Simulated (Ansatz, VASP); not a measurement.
# One calculation of Ag, two programs

The input POSCAR:

```
Ag
1.0
    2.9020758515      0.0000000000      0.0000000000
   -1.4510379258      2.5132714111      0.0000000000
    0.0000000000      0.0000000000     24.4781400414
Ag
5
Direct
    0.6666666667      0.3333333333      0.3063958286
    0.3333333333      0.6666666667      0.4031979143
    0.0000000000      0.0000000000      0.5000000000
    0.6666666667      0.3333333333      0.5968020857
    0.3333333333      0.6666666667      0.6936041714
```

Contents of INCAR.step1:

```
PREC = Accurate
ENCUT = 520
ISMEAR = 0
SIGMA = 0.1
LREAL = False
LASPH = True
NELM = 80
NBANDS = 36
GGA = PE
ALGO = Normal
EDIFF = 1E-4
LWAVE = True
LCHARG = False
```

INCAR.step2

```
PREC = Accurate
ENCUT = 520
EDIFF = 1E-6
ISMEAR = 0
SIGMA = 0.1
LREAL = False
LASPH = True
NELM = 80
ALGO = Normal
ISIF = 2
LWAVE = False
LCHARG = True
METAGGA = R2SCAN
LMIXTAU = True
LELF = True
LVHAR = True
NBANDS = 36
ISTART = 1
```

Contents of KPOINTS:

```
Automatic mesh
0
Gamma
  12 12 1
```

Input for Ansatz:

```yaml
crystal:
  lattice:
    - [2.9020758515, 0.0, 0.0]
    - [-1.4510379258, 2.5132714111, 0.0]
    - [0.0, 0.0, 24.4781400414]
  atoms:
    - { symbol: Ag, position: [0.6666666667, 0.3333333333, 0.3063958286] }
    - { symbol: Ag, position: [0.3333333333, 0.6666666667, 0.4031979143] }
    - { symbol: Ag, position: [0.0, 0.0, 0.5] }
    - { symbol: Ag, position: [0.6666666667, 0.3333333333, 0.5968020857] }
    - { symbol: Ag, position: [0.3333333333, 0.6666666667, 0.6936041714] }
basis:
  ecutwfc: 500
kpoints:
  mp_grid: { grid: [12, 12, 1] }
hamiltonian:
  xc: r2scan
scf:
  occupations: { method: gaussian, width: 0.1 }
output:
  forces: true
  stress: true
  eigenvalues: true
```

Alike in both runs: task single point; functional r2SCAN; k mesh 12 × 12 × 1; occupations gaussian, width 0.1 eV; no spin polarisation.

|  | VASP | Ansatz |
| --- | --- | --- |
| version | VASP 6.6.1 | Ansatz 0.2.0 |
| potentials or method | VASP PAW PBE potentials, release 64 (Ag), cutoff 520 eV | scalar-relativistic, plane waves, PAW |
| valence electrons in the cell | 55 | 95 |

|  | VASP | Ansatz | Ansatz less VASP |
| --- | --- | --- | --- |
| gap on the k mesh at the Fermi level (eV) | none | none | - |
| rms of the force components (eV/Å) | 0.031 | 0.031 | 0.0000 |

VASP's potentials were made for PBE, not for r2SCAN. Atom by atom the forces differ by 0.002 eV/Å (rms over components). A gap of «none» marks a metal or a gap that the smearing closes. VASP's potentials hold 55 valence electrons a cell and Ansatz's 95, so a difference there can come from the potentials and not from the codes.
